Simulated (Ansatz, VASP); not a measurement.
# Au in VASP and in Ansatz

Contents of INCAR:

```
  PREC = Accurate
  ENCUT = 400
  EDIFF = 1E-6
  ISMEAR = -1
  SIGMA = 0.01
  LREAL = F
  LASPH = T
  NELM = 200
  ALGO = Normal
  ISIF = 2
  LWAVE = F
  LCHARG = F
  ISPIN = 2
  MAGMOM = 3
  LORBIT = 11
  LMAXMIX = 4
  NBANDS = 16
  ISYM = 0
  GGA_COMPAT = F
```

KPOINTS

```
regular mesh
0
Gamma
  1 1 1
```

POSCAR

```
Au
1.0
   14.0000000000      0.0000000000      0.0000000000
    0.0000000000     14.4000000000      0.0000000000
    0.0000000000      0.0000000000     14.8000000000
Au
1
Direct
    0.5000000000      0.5000000000      0.5000000000
```

Input for Ansatz:

```yaml
crystal:
  lattice:
    - [14.0, 0.0, 0.0]
    - [0.0, 14.4, 0.0]
    - [0.0, 0.0, 14.8]
  atoms:
    - { symbol: Au, position: [0.5, 0.5, 0.5], spin: 3.0 }
  symmetry: { detect: false, time_reversal: true }
hamiltonian:
  xc: lda
  pseudopotentials:
    kind: paw
    azcp:
      Au: "pseudopotentials/Au.paw.azcp"
basis:
  ecutwfc: 420
  fft_grid_basis: typed
kpoints:
  mp_grid: { grid: [1, 1, 1], shift: [0, 0, 0] }
magnetization:
  spin_polarized: true
scf:
  occupations: { method: fermi_dirac, width: 0.01 }
```

Alike in both runs: task single point; functional LDA; k mesh 1 × 1 × 1; occupations fermi-dirac, width 0.01 eV; collinear spin.

|  | VASP | Ansatz |
| --- | --- | --- |
| version | VASP 6.6.1 | Ansatz 0.2.0 |
| potentials or method | VASP PAW LDA potentials, release 64 (Au), cutoff 400 eV | plane waves (420 eV) with PAW, scalar-relativistic |
| valence electrons in the cell | 11 | 19 |

Ansatz gave:

| Item | Value |
| --- | --- |
| gap on the k mesh at the Fermi level (eV) | 0.58 |
| net moment per atom (μB) | 1.00 |
| size of the moment on the site where the two differ most (μB) | 1.00 |

Question: Which values does VASP return?

Answer: gap on the k mesh at the Fermi level (eV): 0.54; net moment per atom (μB): 1.00; size of the moment on the site where the two differ most (μB): 0.45.

Ansatz warns that its potentials were made for another functional, while VASP's fit it. LDA's correlation is that of Perdew and Zunger in VASP and of Perdew and Wang (1992) in Ansatz. Site moments also hang on the region over which each program counts them. VASP's potentials hold 11 valence electrons a cell and Ansatz's 19, so a difference there can come from the potentials and not from the codes.

Spin-orbit coupling is off throughout.
